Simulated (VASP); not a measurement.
# NaTbC in VASP: a series of runs, part 2 of 2

VASP 6.6.1. Earlier steps stand in the parts before.

### Step 3. Single point, PBE

This run uses another cell than the first one, of 35.46 Å³/atom.

Input file INCAR:

```
PREC = Accurate
ENCUT = 600
EDIFF = 1E-6
ISMEAR = 0
SIGMA = 0.1
LREAL = False
LASPH = True
NELM = 200
ALGO = Normal
ISIF = 2
LWAVE = False
LCHARG = False
GGA = PE
NBANDS = 17
GGA_COMPAT = False
LMAXMIX = 6
```

Input file KPOINTS:

```
Automatic mesh
0
Gamma
  10 10 12
```

Input file POSCAR:

```
NaTbC
1.0
    4.9753298737      0.0000000000      0.0000000000
    0.0000000000      4.9753298737      0.0000000000
    0.0000000000      0.0000000000      4.2969600222
Na Tb C
1 1 1
Direct
    0.0000000000      0.0000000000      0.0000000000
    0.5000000000      0.5000000000      0.0000000000
    0.5000000000      0.5000000000      0.5000000000
```

Potentials or basis: VASP PAW PBE potentials, release 64 (Na_pv, Tb_3, C), 4f in core.

Command:

```console
$ cat potpaw_PBE.64/Na_pv/POTCAR potpaw_PBE.64/Tb_3/POTCAR potpaw_PBE.64/C/POTCAR > POTCAR
$ mpirun -np 1 vasp_std > vasp.out
```

Run time: 1.9 min. Hardware: 1 thread of Intel Xeon 6975P-C (Granite Rapids), shared host; peak memory 0.49 GiB.

It converged, with:

```yaml
Free_energy: -10.7416 eV
Pressure: 0.3 GPa
Band_gap_on_the_k_mesh: zero (bands 10 and 11 overlap by 1.94 eV)
```

Stress tensor (GPa, compression positive):
```
0.07 0.00 0.00
0.00 0.07 0.00
0.00 0.00 0.78
```

Levels at points of the mesh, in eV from the Fermi level:
| k point | band 6 | band 7 | band 8 | band 9 | band 10 | band 11 | band 12 | band 13 | band 14 | band 15 |
| --- | --- | --- | --- | --- | --- | --- | --- | --- | --- | --- |
| (0.00, 0.00, 0.00) | -22.20 | -8.94 | -1.94 | 0.26 | 0.26 | 0.84 | 2.20 | 2.40 | 3.20 | 3.20 |
| (0.50, 0.00, 0.00) | -22.20 | -8.90 | -1.33 | -0.46 | 0.39 | 1.62 | 1.94 | 2.27 | 2.70 | 2.87 |
| (0.50, 0.50, 0.00) | -22.20 | -8.87 | -0.64 | -0.64 | -0.20 | 2.13 | 2.32 | 2.81 | 2.81 | 3.08 |
| (0.00, 0.00, 0.50) | -22.34 | -6.74 | -2.60 | -1.19 | -1.19 | -1.16 | 1.28 | 2.12 | 2.59 | 5.26 |
| (0.50, 0.00, 0.50) | -22.34 | -6.69 | -2.54 | -1.75 | -1.13 | 0.09 | 0.99 | 1.97 | 3.08 | 3.94 |
| (0.50, 0.50, 0.50) | -22.34 | -6.65 | -2.51 | -1.60 | -1.60 | 0.66 | 2.30 | 2.30 | 2.47 | 3.30 |

Caveat: spin-orbit coupling is left out, which moves the levels of the heavy elements; the 4f electrons are frozen in the core, so they carry no moment and show no levels. Spin polarisation is off, so any magnetic state and its effect on volume and gap are missing.

### Step 4. Relaxation of cell and atoms, PBE

Input file INCAR:

```
SYSTEM = NaTbC
ALGO = Normal
EDIFF = 1E-7
EDIFFG = -0.01
ENCUT = 600
GGA = PE
GGA_COMPAT = .FALSE.
IBRION = 2
ISIF = 3
ISMEAR = 0
LASPH = .TRUE.
LCHARG = .FALSE.
LMAXMIX = 6
LREAL = .FALSE.
LWAVE = .FALSE.
NELM = 200
NELMIN = 4
NSW = 100
PREC = Accurate
SIGMA = 0.1
```

Input file KPOINTS:

```
k-points
0
G
  10 10 12
  0 0 0
```

Input file POSCAR:

```
NaTbC
1.0
    4.9405030253      0.0000000000      0.0000000000
    0.0000000000      4.9405030253      0.0000000000
    0.0000000000      0.0000000000      4.2254851272
Na Tb C
1 1 1
Direct
    0.0000000000      0.0000000000      0.0000000000
    0.5000000000      0.5000000000      0.0000000000
    0.5000000000      0.5000000000      0.5000000000
```

Potentials or basis: VASP PAW PBE potentials, release 64 (Na_pv, Tb_3, C), 4f in core.

Command:

```console
$ cat potpaw_PBE.64/Na_pv/POTCAR potpaw_PBE.64/Tb_3/POTCAR potpaw_PBE.64/C/POTCAR > POTCAR
$ mpirun -np 1 vasp_std > vasp.out
```

OUTCAR:

```text
SYSTEM = NaTbC
   EDIFF = 1E-7
   EDIFFG = -0.01
   ENCUT = 600
   GGA = PE
   IBRION = 2
   ISIF = 3
   ISMEAR = 0
   LASPH = .TRUE.
   LREAL = .FALSE.
   NELM = 200
   NELMIN = 4
   NSW = 100
   PREC = Accurate

 ion  position               nearest neighbor table
   1  0.000  0.000  0.000-
   2  0.500  0.500  0.000-   3 2.11   3 2.11
   3  0.500  0.500  0.500-   2 2.11   2 2.11

  LATTYP: Found a simple tetragonal cell.
 ALAT       =     4.9405030253
 C/A-ratio  =     0.8552742718

  Lattice vectors:

 A1 = (   4.9405030253,   0.0000000000,   0.0000000000)
 A2 = (   0.0000000000,   4.9405030253,   0.0000000000)
 A3 = (   0.0000000000,   0.0000000000,   4.2254851272)

Analysis of symmetry for initial positions (statically):
=====================================================================
[... 449 lines left out ...]
 fundamental gap:      0.0161657043
 Fermi energy:         0.0552063423

 k-point     1 :       0.0000    0.0000    0.0000
  band No.  band energies     occupation
      1     -25.0615      2.00000
      2     -25.0615      2.00000
      3     -25.0244      2.00000
      4     -22.4620      2.00000
      5     -22.4620      2.00000
      6     -22.1556      2.00000
      7      -8.8685      2.00000
      8      -1.8739      2.00000
      9       0.3204      0.00018
     10       0.3204      0.00018
     11       0.9019      0.00000
     12       2.1844      0.00000
     13       2.4376      0.00000
     14       3.2403      0.00000
[... 377 lines left out ...]
      1     -25.0614      2.00000
      2     -25.0612      2.00000
      3     -25.0246      2.00000
      4     -22.4652      2.00000
      5     -22.4616      2.00000
      6     -22.1645      2.00000
      7      -8.7545      2.00000
      8      -1.6678      2.00000
      9      -0.0670      1.91610
     10       0.1978      0.04368
     11       1.2531      0.00000
     12       1.8434      0.00000
     13       2.1330      0.00000
     14       3.2363      0.00000

 [... further k-points ...]
[... 5 lines left out ...]
  --------------------------------------------------------------------------------------
  -------------------------------------------------------------------------------------
  Total       -0.0103875     -0.0103875      0.0216861      0.0000000      0.0000000      0.0000000
  in kB       -0.1549057     -0.1549057      0.3233973      0.0000000      0.0000000      0.0000000
  external PRESSURE =       0.0045286 kB  Pullay stress =       0.0000000 kB
[... 18 lines left out ...]
  FREE ENERGIE OF THE ION-ELECTRON SYSTEM (eV)
  ---------------------------------------------------
  free  energy   TOTEN  =       -10.7424285457 eV

  energy  without entropy=      -10.7343877134  energy(sigma->0) =      -10.73840813

 reached required accuracy - stopping structural energy minimisation
```

OSZICAR:

```text
N       E                     dE             d eps       ncg     rms          rms(c)
DAV:   1     0.114586138098E+03    0.11459E+03   -0.10545E+04  4140   0.140E+03
DAV:   2    -0.127705259737E+01   -0.11586E+03   -0.11295E+03  4632   0.326E+02
DAV:   3    -0.160718508551E+02   -0.14795E+02   -0.14097E+02  5864   0.872E+01
DAV:   4    -0.166676512632E+02   -0.59580E+00   -0.54948E+00  4812   0.155E+01
[... 75 lines left out ...]
DAV:   1    -0.107424565293E+02   -0.28542E-04   -0.56548E-04  4818   0.264E-01    0.286E-02
DAV:   2    -0.107424350917E+02    0.21438E-04   -0.13441E-04  4748   0.647E-02    0.148E-02
DAV:   3    -0.107424301388E+02    0.49529E-05   -0.22084E-05  5364   0.265E-02    0.748E-03
DAV:   4    -0.107424285858E+02    0.15530E-05   -0.48112E-06  5474   0.198E-02    0.458E-03
DAV:   5    -0.107424285457E+02    0.40076E-07   -0.12452E-07  3662   0.323E-03
   8 F= -.10742429E+02 E0= -.10738408E+02  d E =-.109453E-02
```

Run time: 8.6 min. Hardware: 1 thread of Intel Xeon 6975P-C (Granite Rapids), shared host; peak memory 0.47 GiB.

What came out:

```
Free energy                           : -10.7424 eV
Relaxed volume                        : 35.81 Å³/atom
Relaxed cell                          : a = 4.990 Å, b = 4.990 Å, c = 4.314 Å, α = 90.00°, β = 90.00°, γ = 90.00°
Space group after relaxing (to 0.1 Å) : P4/mmm (No. 123)
Energy gained by relaxing             : 8.6 meV/atom
Ionic steps                           : 8
Pressure after relaxing               : 0.0 GPa
Band gap on the k mesh                : zero (bands 10 and 11 overlap by 1.93 eV)
```

The path:
| step | energy change (eV) | largest force (eV/Å) | pressure (GPa) | volume (Å³) |
| --- | --- | --- | --- | --- |
| 1 | 0.0000 | 0.0000 | 1.27 | 103.14 |
| 2 | -0.0147 | 0.0000 | -0.70 | 107.24 |
| 3 | -0.0246 | 0.0000 | 0.11 | 105.72 |
| 4 | -0.0246 | 0.0000 | 0.15 | 105.67 |
| 5 | -0.0251 | 0.0000 | 0.11 | 106.10 |
| 6 | -0.0257 | 0.0000 | 0.03 | 107.20 |
| 7 | -0.0257 | 0.0000 | 0.02 | 107.39 |
| 8 | -0.0257 | 0.0000 | 0.00 | 107.44 |

Final structure:
```yaml
crystal:
  lattice:
    - [4.99047, 0.00000, 0.00000]
    - [0.00000, 4.99047, 0.00000]
    - [0.00000, 0.00000, 4.31392]
  atoms:
    - { symbol: Na, position: [0.00000, 0.00000, 0.00000] }
    - { symbol: Tb, position: [0.50000, 0.50000, 0.00000] }
    - { symbol: C, position: [0.50000, 0.50000, 0.50000] }
```

Levels at points of the mesh, in eV from the Fermi level:
| k point | band 8 | band 9 | band 10 | band 11 | band 12 | band 13 |
| --- | --- | --- | --- | --- | --- | --- |
| (0.00, 0.00, 0.00) | -1.93 | 0.27 | 0.27 | 0.85 | 2.13 | 2.38 |
| (0.50, 0.00, 0.00) | -1.31 | -0.45 | 0.39 | 1.61 | 1.93 | 2.20 |
| (0.50, 0.50, 0.00) | -0.63 | -0.63 | -0.20 | 2.11 | 2.25 | 2.80 |
| (0.00, 0.00, 0.50) | -2.59 | -1.16 | -1.16 | -1.15 | 1.28 | 2.12 |
| (0.50, 0.00, 0.50) | -2.52 | -1.72 | -1.10 | 0.09 | 0.97 | 1.96 |
| (0.50, 0.50, 0.50) | -2.50 | -1.57 | -1.57 | 0.66 | 2.28 | 2.28 |

Caveat: spin-orbit coupling is left out, which moves the levels of the heavy elements; the 4f electrons are frozen in the core, so they carry no moment and show no levels. Spin polarisation is off, so any magnetic state and its effect on volume and gap are missing.

### Step 5. Summary

| task | cell | k mesh | gap on the mesh (eV) | pressure (GPa) |
| --- | --- | --- | --- | --- |
| single point | a = 4.941, b = 4.941, c = 4.225 Å, angles 90.0, 90.0, 90.2°, 3 atoms | 4 × 4 × 6 | none | 0.5 |
| single point | a = 4.975, b = 4.975, c = 4.297 Å, 3 atoms | 10 × 10 × 12 | none | 0.3 |
| relaxation of cell and atoms | relaxed from a = 4.941, b = 4.941, c = 4.225 Å, 3 atoms | 10 × 10 × 12 | none | 0.0 |

Alike in all rows: level PBE; potentials or basis VASP PAW PBE potentials, release 64 (Na_pv, Tb_3, C), 4f in core; no spin polarisation; cutoff (eV) 600; smearing gaussian 0.1 eV.

Caveats: spin-orbit coupling is left out, which moves the levels of the heavy elements; the 4f electrons are frozen in the core, so they carry no moment and show no levels.

Total energies depend on the potentials used, so only differences within one code and one set of settings carry meaning.

The gap in the log of VASP goes by the Fermi energy; the results here count the filled bands.